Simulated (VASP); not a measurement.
Cu, 2 atoms in the cell. Symmetry: Fd-3m, No. 227, cubic system. Conventional cell: a = 4.724 Å, b = 4.724 Å, c = 4.724 Å, α = 90.00°, β = 90.00°, γ = 90.00°. Cu (site symmetry -43m) has 4 Cu at 2.05 Å within 2.7 Å. This isn't the form of Cu at room conditions, which is fcc.

| Property | Result |
| --- | --- |
| Program | VASP 6.6.1 |
| Task | single point |
| Functional | r2SCAN |
| Potentials or basis | VASP PAW PBE potentials, release 64 (Cu) |
| Cutoff | 660 eV |
| k mesh | 9 × 9 × 9 |
| Occupations | fermi-dirac, width 0.1 eV |
| Spin | no spin polarisation |
| Dipole correction | no |
| Further INCAR settings | ALGO = Normal; EDIFF = 1e-06; NBANDS = 18 |

Potentials or basis: VASP PAW PBE potentials, release 64 (Cu).

Command:

```bash
$ cat potpaw_PBE.64/Cu/POTCAR > POTCAR
$ cp INCAR.step1 INCAR
$ mpirun -np 1 vasp_std > vasp.out
$ cp INCAR.step2 INCAR
$ mpirun -np 1 vasp_std > vasp.out
```

Hardware: 1 thread of Intel(R) Xeon(R) Platinum 8259CL CPU @ 2.50GHz (Skylake/Cascade Lake) (shared host).

**Question.** Estimate the wall time of this run.

**Answer.** It took 85 s on 1 thread of Intel(R) Xeon(R) Platinum 8259CL CPU @ 2.50GHz (Skylake/Cascade Lake) (shared host), peak memory 0.17 GiB. Counts: k points 35.
